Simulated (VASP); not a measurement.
# Rh (Fm-3m) in VASP: a series of runs

The runs below take Rh through single point, with RPBE.

Program: VASP 6.6.1. These are calculated values, not measurements. Logs are shortened: lines on timing, memory, paths and dates and some standing lists are left out, and cuts for length are marked.

## (1) The cell of the first run

It takes space group Fm-3m (No. 225, cubic). The conventional cell has a = 3.821 Å, b = 3.821 Å, c = 3.821 Å, α = 90.00°, β = 90.00°, γ = 90.00°. Within 3.6 Å of Rh (site symmetry m-3m) lie 12 Rh at 2.70 Å.

## (2) Single point, RPBE, non-collinear spin, zero start, spin-orbit coupling

The input, INCAR:

```
ALGO = Normal ; EDIFF = 1E-7
ENCUT = 520 ; GGA = RP
GGA_COMPAT = F ; ISIF = 2
ISMEAR = -1 ; LASPH = T
LCHARG = T ; LMAXMIX = 4
LORBIT = 11 ; LORBMOM = T
LREAL = F ; LSORBIT = T
LVHAR = T ; LWAVE = F
MAGMOM = 0 0 0 ; NBANDS = 26
NELM = 150 ; PREC = Accurate
SIGMA = 0.1
```

The input, KPOINTS:

```
k-points
0
Gamma
  12 12 12
```

The input, POSCAR:

```
Rh
1.0
    0.0000000000      1.9104189093      1.9104189093
    1.9104189093      0.0000000000      1.9104189093
    1.9104189093      1.9104189093      0.0000000000
Rh
1
Direct
    0.0000000000      0.0000000000      0.0000000000
```

Potentials or basis: VASP PAW PBE potentials, release 64 (Rh_pv).

Launch:

```sh
$ cat potpaw_PBE.64/Rh_pv/POTCAR > POTCAR
$ mpirun -np 1 vasp_ncl > vasp.out
```

OUTCAR:

```text
EDIFF = 1E-7
   ENCUT = 520
   GGA = RP
   ISIF = 2
   ISMEAR = -1
   LASPH = T
   LORBIT = 11
   LREAL = F
   LSORBIT = T
   NELM = 150
   PREC = Accurate

 ion  position               nearest neighbor table
   1  0.000  0.000  0.000-

  LATTYP: Found a face centered cubic cell.
 ALAT       =     3.8208378186

  Lattice vectors:

 A1 = (   0.0000000000,   1.9104189093,   1.9104189093)
 A2 = (   1.9104189093,   0.0000000000,   1.9104189093)
 A3 = (   1.9104189093,   1.9104189093,   0.0000000000)

Analysis of symmetry for initial positions (statically):
[... 25 lines left out ...]
The dynamic configuration has the point symmetry O_h .

Analysis of structural, dynamic, and magnetic symmetry:
=====================================================================
 Subroutine PRICEL returns:
[... 7 lines left out ...]
 out of a pool of 48 trial point group operations.

The overall configuration has the point symmetry O_h .

 Subroutine INISYM returns: Found 48 space group operations
[... 5 lines left out ...]
                                     Primitive cell

  volume of cell :      13.9449

  direct lattice vectors                    reciprocal lattice vectors
     0.000000000  1.910418909  1.910418909    -0.261722703  0.261722703  0.261722703
     1.910418909  0.000000000  1.910418909     0.261722703 -0.261722703  0.261722703
     1.910418909  1.910418909  0.000000000     0.261722703  0.261722703 -0.261722703

  length of vectors
     2.701740331  2.701740331  2.701740331     0.453317018  0.453317018  0.453317018

  position of ions in fractional coordinates (direct lattice)
     0.000000000  0.000000000  0.000000000

  ion indices of the primitive-cell ions
   primitive index   ion index
                 1           1

----------------------------------------------------------------------------------------

 KPOINTS: k-points

Automatic generation of k-mesh.
 Grid dimensions read from file:
 generate k-points for:   12   12   12

 Generating k-lattice:

  Cartesian coordinates                     Fractional coordinates (reciprocal lattice)
    -0.021810225  0.021810225  0.021810225     0.083333333  0.000000000  0.000000000
     0.021810225 -0.021810225  0.021810225     0.000000000  0.083333333  0.000000000
     0.021810225  0.021810225 -0.021810225     0.000000000  0.000000000  0.083333333

  Length of vectors
     0.037776418  0.037776418  0.037776418

  Shift w.r.t. Gamma in fractional coordinates (k-lattice)
     0.000000000  0.000000000  0.000000000

 Subroutine IBZKPT returns following result:
 ===========================================

 Found     72 irreducible k-points:

 Following reciprocal coordinates:
            Coordinates               Weight
  0.000000  0.000000  0.000000      1.000000
  0.083333  0.000000  0.000000      8.000000
  0.166667  0.000000  0.000000      8.000000
  0.250000  0.000000  0.000000      8.000000
  0.333333  0.000000  0.000000      8.000000
  0.416667  0.000000  0.000000      8.000000
[... 16 lines left out ...]
  0.500000  0.166667  0.000000     24.000000
 -0.416667  0.166667  0.000000     24.000000
 [... further k-points ...]
   k-points           NKPTS =     72   k-points in BZ     NKDIM =     72   number of bands    NBANDS=     26
   number of dos      NEDOS =    301   number of ions     NIONS =      1
   total plane-waves  NPLWV =   8000
   dimension x,y,z NGX =    20 NGY =   20 NGZ =   20
   dimension x,y,z NGXF=    40 NGYF=   40 NGZF=   40
   ions per type =               1
   NGX,Y,Z   is equivalent  to a cutoff of  12.31, 12.31, 12.31 a.u.
   NGXF,Y,Z  is equivalent  to a cutoff of  24.61, 24.61, 24.61 a.u.
 SYSTEM =  unknown system
   PREC   = accura    normal or accurate (medium, high low for compatibility)
   ISTART =      0    job   : 0-new  1-cont  2-samecut
   ICHARG =      2    charge: 1-file 2-atom 10-const
   ISPIN  =      1    spin polarized calculation?
   LNONCOLLINEAR =      T non collinear calculations
   LSORBIT =      T    spin-orbit coupling
   LASPH  =      T    aspherical Exc in radial PAW
   ENCUT  =  520.0 eV  38.22 Ry    6.18 a.u.   5.02  5.02  5.02*2*pi/ulx,y,z
   NELM   =    150;   NELMIN=  2; NELMDL= -5     # of ELM steps
   EDIFF  = 0.1E-06   stopping-criterion for ELM
   LREAL  =      F    real-space projection
   EDIFFG = 0.1E-05   stopping-criterion for IOM
   NSW    =      0    number of steps for IOM
   IBRION =     -1    ionic relax: 0-MD 1-quasi-New 2-CG
   NFREE  =      0    steps in history (QN), initial steepest desc. (CG)
   ISIF   =      2    stress and relaxation
   ISYM   =      2    0-nonsym 1-usesym 2-fastsym
   POTIM  = 0.5000    time-step for ionic-motion
   TEBEG  =    0.0;   TEEND  =   0.0 temperature during run
   PSTRESS=    0.0 pullay stress
   NELECT =      15.0000    total number of electrons
   NUPDOWN=      -1.0000    fix difference up-down
   EMIN   =  10.00;   EMAX   =-10.00  energy-range for DOS
   EFERMI =   0.00;   METHOD = LEGACY
   ISMEAR =    -1;   SIGMA  =   0.10  broadening in eV -4-tet -1-fermi 0-gaus
   EFERMI_NEDOS =   21; number of points for ismear=-14 and -15
   IALGO  =     38    algorithm
   IMIX   =      4    mixing-type and parameters
     AMIX     =   0.40;   BMIX     =  1.00
     AMIX_MAG =   1.60;   BMIX_MAG =  1.00
  volume/ion in A,a.u.               =      13.94        94.10
  Fermi-wavevector in a.u.,A,eV,Ry     =   1.677387  3.169802 38.281728  2.813628
  Thomas-Fermi vector in A             =   2.761662
   LORBIT       =     11    0 simple, 1 ext, 2 COOP (PROOUT), +10 PAW based schemes
   GGA     = RP    functional components
   LHFCALC =     F    Hartree Fock is set to
   AEXX    =    0.0000 exact exchange contribution
   IVDW    =     0    specifies the selected vdW correction
   LEPSILON=     F    determine dielectric tensor
   LRPA    =     F    only Hartree local field effects (RPA)
  energy-cutoff  :      520.00
  volume of cell :       13.94
 maximum number of plane-waves:       776
   NGX =  9   NGY =  9   NGZ =  9

 number of electron      15.0000005 magnetization      -0.0000000      0.0000000      0.0000000

 number of electron      15.0000005 magnetization       0.0000000     -0.0000000     -0.0000000

 number of electron      15.0000005 magnetization      -0.0000000     -0.0000000     -0.0000000

 number of electron      15.0000005 magnetization       0.0000000      0.0000000      0.0000000

 Free energy of the ion-electron system (eV)
  ---------------------------------------------------
  ext. energy  EPLUGINS =         0.00000000
  ---------------------------------------------------
  free energy    TOTEN  =        -6.78601075 eV

  energy without entropy =       -6.74387211  energy(sigma->0) =       -6.76494143

 E-fermi :  11.7170     XC(G=0): -13.8434

 val. band max:       11.6954772695   @ k =   0.3333   0.0833   0.0000
 cond. band min:      11.7555896142   @ k =   0.5000   0.4167   0.0000
 fundamental gap:      0.0601123447
 Fermi energy:        11.7170442740

 k-point     1 :       0.0000    0.0000    0.0000
  band No.  band energies     occupation
      1     -37.2236      1.00000
      2     -37.2236      1.00000
      3     -33.3745      1.00000
      4     -33.3745      1.00000
      5     -33.3745      1.00000
      6     -33.3745      1.00000
[... 18 lines left out ...]
     25      33.1947      0.00000
     26      33.1947      0.00000

 k-point     2 :       0.0833    0.0000    0.0000
  band No.  band energies     occupation
      1     -37.2407      1.00000
      2     -37.2407      1.00000
      3     -33.4120      1.00000
      4     -33.4120      1.00000
      5     -33.3816      1.00000
      6     -33.3816      1.00000
[... 18 lines left out ...]
     25      33.4909      0.00000
[... 608 lines left out ...]
     25      31.4739      0.00000
     26      31.4739      0.00000

 k-point    24 :      -0.4167    0.1667    0.0000
  band No.  band energies     occupation
      1     -37.5079      1.00000
      2     -37.5079      1.00000
      3     -33.8893      1.00000
      4     -33.8893      1.00000
      5     -33.5587      1.00000
      6     -33.5587      1.00000
[... 18 lines left out ...]
     25      32.1998      0.00000
     26      32.1998      0.00000

 [... further k-points ...]
[... 5 lines left out ...]
  --------------------------------------------------------------------------------------
  -------------------------------------------------------------------------------------
  Total        0.6303059      0.6303059      0.6303059      0.0000000      0.0000000      0.0000000
  in kB       72.4179397     72.4179397     72.4179397      0.0000000      0.0000000      0.0000000
  external PRESSURE =      72.4179397 kB  Pullay stress =       0.0000000 kB

 VOLUME and BASIS-vectors are now :
 -----------------------------------------------------------------------------
  energy-cutoff  :      520.00
  volume of cell :       13.94
      direct lattice vectors                 reciprocal lattice vectors
     0.000000000  1.910418909  1.910418909    -0.261722703  0.261722703  0.261722703
     1.910418909  0.000000000  1.910418909     0.261722703 -0.261722703  0.261722703
     1.910418909  1.910418909  0.000000000     0.261722703  0.261722703 -0.261722703

 POSITION                                       TOTAL-FORCE (eV/Angst)
 -----------------------------------------------------------------------------------
      0.00000      0.00000      0.00000        -0.000000      0.000000      0.000000
 -----------------------------------------------------------------------------------
    total drift:                                0.000000      0.000000      0.000000

  FREE ENERGIE OF THE ION-ELECTRON SYSTEM (eV)
  ---------------------------------------------------
  free  energy   TOTEN  =        -6.7860107536 eV

  energy  without entropy=       -6.7438721062  energy(sigma->0) =       -6.76494143

 orbital moment (x)

 # of ion     p       d       tot
 ----------------------------------------
  1         0.000  -0.000  -0.000
 ----------------------------------------
            0.000  -0.000  -0.000

 orbital moment (y)

 # of ion     p       d       tot
 ----------------------------------------
  1         0.000   0.000   0.000
 ----------------------------------------
            0.000   0.000   0.000

 orbital moment (z)

 # of ion     p       d       tot
 ----------------------------------------
  1         0.000   0.000   0.000
 ----------------------------------------
            0.000   0.000   0.000

 Spin-Orbit-Coupling matrix elements

 Ion:    1  E_soc:     -0.3109731
 l=   1
     0.0000000    -0.0412649    -0.0412649
    -0.0412649     0.0000000    -0.0412649
    -0.0412649    -0.0412649     0.0000000
 l=   2
     0.0000000    -0.0017889     0.0000000    -0.0017889    -0.0087751
    -0.0017889     0.0000000    -0.0065813    -0.0017889    -0.0021938
     0.0000000    -0.0065813     0.0000000    -0.0065813     0.0000000
    -0.0017889    -0.0017889    -0.0065813     0.0000000    -0.0021938
    -0.0087751    -0.0021938     0.0000000    -0.0021938     0.0000000
 l=   3
     0.0000000     0.0000000     0.0000000     0.0000000     0.0000000     0.0000000     0.0000000
     0.0000000     0.0000000     0.0000000     0.0000000     0.0000000     0.0000000     0.0000000
     0.0000000     0.0000000     0.0000000     0.0000000     0.0000000     0.0000000     0.0000000
     0.0000000     0.0000000     0.0000000     0.0000000     0.0000000     0.0000000     0.0000000
     0.0000000     0.0000000     0.0000000     0.0000000     0.0000000     0.0000000     0.0000000
     0.0000000     0.0000000     0.0000000     0.0000000     0.0000000     0.0000000     0.0000000
     0.0000000     0.0000000     0.0000000     0.0000000     0.0000000     0.0000000     0.0000000

 total charge

# of ion       s       p       d       tot
------------------------------------------
    1        0.412   6.295   7.063  13.770

 magnetization (x)

# of ion       s       p       d       tot
------------------------------------------
    1        0.000  -0.000  -0.000  -0.000

 magnetization (y)

# of ion       s       p       d       tot
------------------------------------------
    1        0.000   0.000   0.000   0.000

 magnetization (z)

# of ion       s       p       d       tot
------------------------------------------
    1        0.000  -0.000  -0.000  -0.000
```

Wall time 20 s (1 thread of Intel Xeon 6975P-C (Granite Rapids), shared host); peak memory 0.18 GiB.

What came out:

| Item | Value |
| --- | --- |
| Free energy | -6.7860 eV |
| Pressure | 7.2 GPa |
| Net moment | 0.00 μB per cell |
| Valence electrons inside the program's atomic spheres | Rh 13.77 |

Moments on the atoms (μB; x, y, z):
```
Rh  0.00 0.00 0.00
```

Caveat: the PAW data sets were made with another functional, which shifts forces and pressure a little.

(Part 1 of 2 ends here.)
